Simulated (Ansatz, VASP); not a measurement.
## Ge: VASP beside Ansatz

```
Ge
1.0
     3.07094    0.00000    0.00000
    -1.53547    2.65951    0.00000
     0.00000    0.00000   14.35493
Ge
6
Direct
  0.00010 0.66815 0.91667
  0.33185 0.33195 0.25000
  0.66805 0.99990 0.58334
  0.99990 0.66805 0.41666
  0.66815 0.00010 0.08333
  0.33195 0.33185 0.75000
```

Alike in both runs: functional PBE; k mesh 12 × 12 × 4; occupations gaussian, width 0.1 eV; no spin polarisation.

Ansatz relaxed the structure, and its values are those at the end. VASP's run is a single point on that final structure, the one shown.

|  | VASP | Ansatz |
| --- | --- | --- |
| version | VASP 6.6.1 | Ansatz 0.2.0 |
| potentials or method | VASP PAW PBE potentials, release 64 (Ge_d), cutoff 520 eV | scalar-relativistic, plane waves, PAW |
| valence electrons in the cell | 84 | 84 |

Ansatz gave:

```
gap on the k mesh at the Fermi level (eV) : none
pressure (GPa)                            : 0.0
```

Which values does VASP return?

gap on the k mesh at the Fermi level (eV): none; pressure (GPa): -0.1.

A gap of «none» marks a metal or a gap that the smearing closes.
